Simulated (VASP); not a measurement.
# Ge in VASP: further runs

The runs below take Ge through single point, with PBE.

All numbers are computed with VASP 6.6.1; they aren't measurements. Logs are shortened: lines on timing, memory, paths and dates and some standing lists are left out, and cuts for length are marked.

### Step 1. The cell of the first run

The structure is monoclinic, space group C2/m (No. 12). Conventional cell: a = 5.517 Å, b = 5.130 Å, c = 5.659 Å, α = 90.00°, β = 119.07°, γ = 90.00°. Within 3.4 Å of Ge (site symmetry m) lie 8 Ge at 2.59 to 3.08 Å. Within 3.4 Å of Ge (site symmetry m) lie 8 Ge at 2.54 to 3.08 Å.

### Step 2. Single point, PBE (strained and its atoms moved)

INCAR

```
  PREC = Accurate
  ENCUT = 520
  EDIFF = 1E-6
  ISMEAR = 0
  SIGMA = 0.1
  LREAL = False
  LASPH = True
  NELM = 100
  ALGO = Normal
  ISIF = 2
  LWAVE = False
  LCHARG = True
  GGA = PE
  LELF = True
  LVHAR = True
  NBANDS = 36
```

KPOINTS

```
regular mesh
0
Gamma
  12 12 12
```

POSCAR

```
Ge
1.0
    0.0000000000      2.7633072656      4.9490136686
    2.5647871849      0.0046552552      4.9463876452
    2.5647871849      2.7586520104      0.0026260234
Ge
4
Direct
    0.7766930494      0.7850752832      0.2149247168
    0.2233069506      0.2149247168      0.7850752832
    0.2720203347      0.7327976433      0.2672023567
    0.7279796653      0.2672023567      0.7327976433
```

Potentials or basis: VASP PAW PBE potentials, release 64 (Ge_d).

Started as:

```bash
cat potpaw_PBE.64/Ge_d/POTCAR > POTCAR
mpirun -np 1 vasp_std > vasp.out
```

OUTCAR:

```text
PREC = Accurate
   ENCUT = 520
   EDIFF = 1E-6
   ISMEAR = 0
   LREAL = False
   LASPH = True
   NELM = 100
   ISIF = 2
   GGA = PE

 ion  position               nearest neighbor table
   1  0.777  0.785  0.215-   4 2.59   2 2.64   2 2.64   3 2.66   2 2.78   2 2.87
   2  0.223  0.215  0.785-   3 2.59   1 2.64   1 2.64   4 2.66   1 2.78   1 2.87
   3  0.272  0.733  0.267-   4 2.54   4 2.57   4 2.57   2 2.59   1 2.66
   4  0.728  0.267  0.733-   3 2.54   3 2.57   3 2.57   1 2.59   2 2.66

  LATTYP: Found a base centered monoclinic cell.
 ALAT       =     5.5173065206
 B/A-ratio  =     0.9297243774
 C/A-ratio  =     1.0256975915
 COS(beta)  =    -0.4858184616

  Lattice vectors:

 A1 = (   2.5647871849,  -2.7586520104,  -0.0026260234)
 A2 = (  -2.5647871849,  -2.7586520104,  -0.0026260234)
 A3 = (   0.0000000000,   2.7539967552,  -4.9437616218)

Analysis of symmetry for initial positions (statically):
=====================================================================
 Subroutine PRICEL returns:
 Original cell was already a primitive cell.

 Routine SETGRP: Setting up the symmetry group for a
 base centered monoclinic supercell.

 Subroutine GETGRP returns: Found  4 space group operations
 (whereof  4 operations were pure point group operations)
 out of a pool of  4 trial point group operations.

The static configuration has the point symmetry C_2h.

Analysis of symmetry for dynamics (positions and initial velocities):
=====================================================================
 Subroutine PRICEL returns:
 Original cell was already a primitive cell.

 Routine SETGRP: Setting up the symmetry group for a
 base centered monoclinic supercell.

 Subroutine GETGRP returns: Found  4 space group operations
 (whereof  4 operations were pure point group operations)
 out of a pool of  4 trial point group operations.

The dynamic configuration has the point symmetry C_2h.

 Subroutine INISYM returns: Found  4 space group operations
 (whereof  4 operations are pure point group operations),
 and found     1 'primitive' translations

----------------------------------------------------------------------------------------

                                     Primitive cell

  volume of cell :      69.9948

  direct lattice vectors                    reciprocal lattice vectors
     0.000000000  2.763307266  4.949013669    -0.194947948  0.181151880  0.100913379
     2.564787185  0.004655255  4.946387645     0.194947948 -0.181344329  0.101254540
     2.564787185  2.758652010  0.002626023     0.194947948  0.181344329 -0.101254540

  length of vectors
     5.668209888  5.571795555  3.766736135     0.284612397  0.284856016  0.284856016

  position of ions in fractional coordinates (direct lattice)
     0.776693049  0.785075283  0.214924717
     0.223306951  0.214924717  0.785075283
     0.272020335  0.732797643  0.267202357
     0.727979665  0.267202357  0.732797643

  ion indices of the primitive-cell ions
   primitive index   ion index
                 1           1
                 2           2
                 3           3
                 4           4

----------------------------------------------------------------------------------------

 KPOINTS: regular mesh

Automatic generation of k-mesh.
 Grid dimensions read from file:
 generate k-points for:   12   12   12

 Generating k-lattice:

  Cartesian coordinates                     Fractional coordinates (reciprocal lattice)
    -0.016245662  0.015095990  0.008409448     0.083333333  0.000000000  0.000000000
     0.016245662 -0.015112027  0.008437878     0.000000000  0.083333333  0.000000000
     0.016245662  0.015112027 -0.008437878     0.000000000  0.000000000  0.083333333

  Length of vectors
     0.023717700  0.023738001  0.023738001

  Shift w.r.t. Gamma in fractional coordinates (k-lattice)
     0.000000000  0.000000000  0.000000000

 Subroutine IBZKPT returns following result:
 ===========================================

 Found    476 irreducible k-points:

 Following reciprocal coordinates:
            Coordinates               Weight
  0.000000  0.000000  0.000000      1.000000
  0.083333  0.000000 -0.000000      4.000000
  0.166667  0.000000 -0.000000      4.000000
  0.250000  0.000000 -0.000000      4.000000
  0.333333 -0.000000 -0.000000      4.000000
  0.416667  0.000000  0.000000      4.000000
[... 16 lines left out ...]
  0.250000  0.166667 -0.000000      4.000000
  0.333333  0.166667 -0.000000      4.000000
 [... further k-points ...]
   k-points           NKPTS =    476   k-points in BZ     NKDIM =    476   number of bands    NBANDS=     36
   number of dos      NEDOS =    301   number of ions     NIONS =      4
   total plane-waves  NPLWV =  49392
   dimension x,y,z NGX =    42 NGY =   42 NGZ =   28
   dimension x,y,z NGXF=    84 NGYF=   84 NGZF=   56
   ions per type =               4
   NGX,Y,Z   is equivalent  to a cutoff of  12.32, 12.53, 12.36 a.u.
   NGXF,Y,Z  is equivalent  to a cutoff of  24.64, 25.06, 24.72 a.u.
 SYSTEM =  unknown system
   PREC   = accura    normal or accurate (medium, high low for compatibility)
   ISTART =      0    job   : 0-new  1-cont  2-samecut
   ICHARG =      2    charge: 1-file 2-atom 10-const
   ISPIN  =      1    spin polarized calculation?
   LNONCOLLINEAR =      F non collinear calculations
   LSORBIT =      F    spin-orbit coupling
   LASPH  =      T    aspherical Exc in radial PAW
   ENCUT  =  520.0 eV  38.22 Ry    6.18 a.u.  10.54 10.36  7.00*2*pi/ulx,y,z
   NELM   =    100;   NELMIN=  2; NELMDL= -5     # of ELM steps
   EDIFF  = 0.1E-05   stopping-criterion for ELM
   LREAL  =      F    real-space projection
   EDIFFG = 0.1E-04   stopping-criterion for IOM
   NSW    =      0    number of steps for IOM
   IBRION =     -1    ionic relax: 0-MD 1-quasi-New 2-CG
   NFREE  =      0    steps in history (QN), initial steepest desc. (CG)
   ISIF   =      2    stress and relaxation
   ISYM   =      2    0-nonsym 1-usesym 2-fastsym
   POTIM  = 0.5000    time-step for ionic-motion
   TEBEG  =    0.0;   TEEND  =   0.0 temperature during run
   PSTRESS=    0.0 pullay stress
   NELECT =      56.0000    total number of electrons
   NUPDOWN=      -1.0000    fix difference up-down
   EMIN   =  10.00;   EMAX   =-10.00  energy-range for DOS
   EFERMI =   0.00;   METHOD = LEGACY
   ISMEAR =     0;   SIGMA  =   0.10  broadening in eV -4-tet -1-fermi 0-gaus
   EFERMI_NEDOS =   21; number of points for ismear=-14 and -15
   IALGO  =     38    algorithm
   IMIX   =      4    mixing-type and parameters
     AMIX     =   0.40;   BMIX     =  1.00
     AMIX_MAG =   1.60;   BMIX_MAG =  1.00
  volume/ion in A,a.u.               =      17.50       118.09
  Fermi-wavevector in a.u.,A,eV,Ry     =   1.519785  2.871977 31.426011  2.309747
  Thomas-Fermi vector in A             =   2.628724
   LORBIT       =      0    0 simple, 1 ext, 2 COOP (PROOUT), +10 PAW based schemes
   GGA     = PE    functional components
   LHFCALC =     F    Hartree Fock is set to
   AEXX    =    0.0000 exact exchange contribution
   IVDW    =     0    specifies the selected vdW correction
   LEPSILON=     F    determine dielectric tensor
   LRPA    =     F    only Hartree local field effects (RPA)
 non-spin polarized calculation
 Gauss-broadening in eV      SIGMA  =   0.10
  energy-cutoff  :      520.00
  volume of cell :       69.99
 maximum number of plane-waves:      1910
   NGX = 21   NGY = 21   NGZ = 13

 number of electron      55.9999979 magnetization

 Free energy of the ion-electron system (eV)
  ---------------------------------------------------
  ext. energy  EPLUGINS =         0.00000000
  ---------------------------------------------------
  free energy    TOTEN  =       -16.91301959 eV

  energy without entropy =      -16.90628625  energy(sigma->0) =      -16.90965292

 E-fermi :   7.4509     XC(G=0): -11.6061

 val. band max:        7.4506082448   @ k =   0.5000  -0.2500   0.0833
 cond. band min:       7.4565796135   @ k =  -0.3333   0.0833   0.0000
 fundamental gap:      0.0059713688
 Fermi energy:         7.4509399647

 k-point     1 :       0.0000    0.0000    0.0000
  band No.  band energies     occupation
      1     -17.4098      2.00000
      2     -17.3456      2.00000
      3     -17.3094      2.00000
      4     -17.2967      2.00000
      5     -17.2825      2.00000
      6     -17.2771      2.00000
[... 28 lines left out ...]
     35      15.1125      0.00000
     36      15.7533      0.00000

 k-point     2 :       0.0833    0.0000   -0.0000
  band No.  band energies     occupation
      1     -17.4043      2.00000
      2     -17.3424      2.00000
      3     -17.3090      2.00000
      4     -17.2933      2.00000
      5     -17.2800      2.00000
      6     -17.2792      2.00000
[... 28 lines left out ...]
     35      15.0317      0.00000
     36      15.6504      0.00000

 k-point     3 :       0.1667    0.0000   -0.0000
  band No.  band energies     occupation
      1     -17.3882      2.00000
      2     -17.3332      2.00000
      3     -17.3087      2.00000
      4     -17.2866      2.00000
      5     -17.2797      2.00000
      6     -17.2746      2.00000
[... 28 lines left out ...]
     35      14.6601      0.00000
     36      15.2816      0.00000

 k-point     4 :       0.2500    0.0000   -0.0000
  band No.  band energies     occupation
      1     -17.3629      2.00000
      2     -17.3191      2.00000
      3     -17.3096      2.00000
      4     -17.2860      2.00000
      5     -17.2727      2.00000
      6     -17.2657      2.00000
[... 28 lines left out ...]
     35      14.3128      0.00000
     36      14.9210      0.00000

 k-point     5 :       0.3333   -0.0000   -0.0000
  band No.  band energies     occupation
      1     -17.3313      2.00000
      2     -17.3117      2.00000
      3     -17.3033      2.00000
      4     -17.2837      2.00000
      5     -17.2654      2.00000
      6     -17.2503      2.00000
[... 655 lines left out ...]
 k-point    22 :       0.1667    0.1667   -0.0000
  band No.  band energies     occupation
      1     -17.4073      2.00000
      2     -17.3434      2.00000
      3     -17.3006      2.00000
      4     -17.2945      2.00000
      5     -17.2794      2.00000
      6     -17.2777      2.00000
[... 28 lines left out ...]
     35      14.1456      0.00000
     36      15.0604      0.00000

 k-point    23 :       0.2500    0.1667   -0.0000
  band No.  band energies     occupation
      1     -17.4009      2.00000
      2     -17.3387      2.00000
      3     -17.3002      2.00000
      4     -17.2903      2.00000
      5     -17.2733      2.00000
      6     -17.2724      2.00000
[... 28 lines left out ...]
     35      13.8687      0.00000
     36      14.6329      0.00000

 k-point    24 :       0.3333    0.1667   -0.0000
  band No.  band energies     occupation
      1     -17.3843      2.00000
      2     -17.3286      2.00000
      3     -17.3020      2.00000
      4     -17.2836      2.00000
      5     -17.2722      2.00000
      6     -17.2652      2.00000
[... 28 lines left out ...]
     35      13.6126      0.00000
     36      13.9507      0.00000

 [... further k-points ...]
[... 5 lines left out ...]
  --------------------------------------------------------------------------------------
  -------------------------------------------------------------------------------------
  Total        3.5367550      4.6391901      3.6530156      0.0000000     -0.2819082     -0.0000000
  in kB       80.9560938    106.1907626     83.6172926      0.0000000     -6.4528596     -0.0000000
  external PRESSURE =      90.2547163 kB  Pullay stress =       0.0000000 kB

 VOLUME and BASIS-vectors are now :
 -----------------------------------------------------------------------------
  energy-cutoff  :      520.00
  volume of cell :       69.99
      direct lattice vectors                 reciprocal lattice vectors
     0.000000000  2.763307266  4.949013669    -0.194947948  0.181151880  0.100913379
     2.564787185  0.004655255  4.946387645     0.194947948 -0.181344329  0.101254540
     2.564787185  2.758652010  0.002626023     0.194947948  0.181344329 -0.101254540

 POSITION                                       TOTAL-FORCE (eV/Angst)
 -----------------------------------------------------------------------------------
      2.56479      2.74280      7.72772         0.000000      0.184531     -0.218244
      2.56479      2.78382      2.17031         0.000000     -0.184531      0.218244
      2.56479      1.49221      4.97164         0.000000      0.158958     -0.143214
      2.56479      4.03441      4.92639         0.000000     -0.158958      0.143214
 -----------------------------------------------------------------------------------
    total drift:                                0.000000      0.000000      0.000000

  FREE ENERGIE OF THE ION-ELECTRON SYSTEM (eV)
  ---------------------------------------------------
  free  energy   TOTEN  =       -16.9130195926 eV

  energy  without entropy=      -16.9062862463  energy(sigma->0) =      -16.90965292
```

Run time: 10 min. Hardware: 1 thread of Intel Xeon 6975P-C (Granite Rapids), shared host; peak memory 0.86 GiB.

Results:

- Free energy: -16.9130 eV
- Pressure: 9.0 GPa
- Largest force: 0.286 eV/Å
- Band gap on the k mesh: zero (band 28 reaches 9.15 eV, above the bottom of band 29 at 5.37 eV)

Forces on the atoms (eV/Å):
```
Ge   0.000  0.185 -0.218
Ge   0.000 -0.185  0.218
Ge   0.000  0.159 -0.143
Ge   0.000 -0.159  0.143
```

Caveat: the cell differs from its parent crystal (strained and its atoms moved).

### Step 3. Single point, PBE (strained)

INCAR

```
  ALGO = Fast
  EDIFF = 1E-7
  ENCUT = 520
  GGA = PE
  ISIF = 2
  ISMEAR = 0
  LASPH = T
  LCHARG = F
  LREAL = F
  LWAVE = F
  NBANDS = 36
  NELM = 100
  PREC = Accurate
  SIGMA = 0.1
```

KPOINTS

```
k-points
0
Gamma
  12 12 12
```

POSCAR

```
Ge
1.0
    0.0000000000      2.6959737376      4.9385095210
    2.6562758706      0.0000000000      4.9385095210
    2.6562758706      2.6959737376      0.0000000000
Ge
4
Direct
    0.7858903399      0.7858903399      0.2141096601
    0.2141096601      0.2141096601      0.7858903399
    0.2752897982      0.7247102018      0.2752897982
    0.7247102018      0.2752897982      0.7247102018
```

Potentials or basis: VASP PAW PBE potentials, release 64 (Ge_d).

Started as:

```bash
cat potpaw_PBE.64/Ge_d/POTCAR > POTCAR
mpirun -np 1 vasp_std > vasp.out
```

Run time: 7.7 min. Hardware: 1 thread of AMD EPYC 9R45 (Zen 5), shared host; peak memory 0.55 GiB.

It converged, with:

```
Free energy            : -16.7970 eV
Pressure               : 9.1 GPa
Largest force          : 0.489 eV/Å
Band gap on the k mesh : zero (band 28 reaches 8.86 eV, above the bottom of band 29 at 5.31 eV)
```

Forces on the atoms (eV/Å):
```
Ge   0.000  0.000 -0.489
Ge   0.000  0.000  0.489
Ge   0.000 -0.303  0.000
Ge   0.000  0.303  0.000
```

Stress tensor (GPa, compression positive):
```
-0.16  0.00  0.00
 0.00 17.39  0.00
 0.00  0.00 10.00
```

Levels at points of the mesh, in eV from the Fermi level:
```tsv
k point	band 24	band 25	band 26	band 27	band 28	band 29	band 30	band 31	band 32	band 33
(0.00, 0.00, 0.00)	-3.68	-3.18	-2.63	-2.50	-1.69	-1.21	2.68	3.61	5.74	6.16
(0.50, 0.00, 0.00)	-7.20	-1.73	-1.64	-0.75	0.39	0.44	1.36	2.67	3.21	3.42
(0.50, 0.50, 0.00)	-4.73	-1.92	-1.57	-0.26	0.55	1.32	1.44	1.81	2.88	4.98
(0.50, 0.00, 0.50)	-8.16	-5.14	-4.50	-3.11	-2.44	-1.22	-0.68	3.43	5.07	7.15
(0.00, 0.50, 0.50)	-6.67	-6.35	-5.63	-3.80	-2.85	-1.82	2.32	4.52	4.95	6.58
```

Caveat: the cell differs from its parent crystal (strained).
